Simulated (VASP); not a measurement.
Input of a VASP 6.6.1 run:

Contents of POSCAR:

```
Ti
1.0
    2.6900000000      0.0000000000      0.0000000000
    0.0000000000      2.6900000000      0.0000000000
    0.0000000000      0.0000000000      2.6900000000
Ti
1
Direct
    0.0000000000      0.0000000000      0.0000000000
```

Contents of INCAR.step1:

```
SYSTEM = Ti
PREC = Accurate
ENCUT = 600
ISMEAR = -1
SIGMA = 0.1
LREAL = .False.
LASPH = .True.
NELM = 80
GGA = PE
ALGO = Normal
EDIFF = 1E-4
LWAVE = .True.
LCHARG = .False.
```

File INCAR.step2:

```
SYSTEM = Ti
PREC = Accurate
ENCUT = 600
EDIFF = 1E-7
ISMEAR = -1
SIGMA = 0.1
LREAL = .False.
LASPH = .True.
NELM = 80
ALGO = Normal
ISIF = 3
LWAVE = .False.
LCHARG = .False.
METAGGA = R2SCAN
LMIXTAU = .True.
IBRION = 2
NSW = 80
EDIFFG = -0.03
ISTART = 1
```

File KPOINTS:

```
Automatic mesh
0
Gamma
  17 17 17
  0 0 0
```

Potentials or basis: VASP PAW PBE potentials, release 64 (Ti_sv).

Launch:

```sh
$ cat potpaw_PBE.64/Ti_sv/POTCAR > POTCAR
$ cp INCAR.step1 INCAR
$ mpirun -np 1 vasp_std > vasp.out
$ cp INCAR.step2 INCAR
$ mpirun -np 1 vasp_std > vasp.out
```

Predict the relaxed volume.

18.24 Å³/atom.

What does it give for the relaxed cell?

a = 2.632 Å, b = 2.632 Å, c = 2.632 Å, α = 90.00°, β = 90.00°, γ = 90.00°.

What does it give for the space group after relaxing (to 0.1 Å)?

Pm-3m (No. 221).

Step by step:
```tsv
step	energy change (eV)	largest force (eV/Å)	pressure (GPa)	volume (Å³)
1	0.0000	0.0000	-4.61	19.47
2	-0.0172	0.0000	1.39	17.93
3	-0.0186	0.0000	-0.02	18.24
```

Caveat: the PAW data sets were made with another functional, which shifts forces and pressure a little.
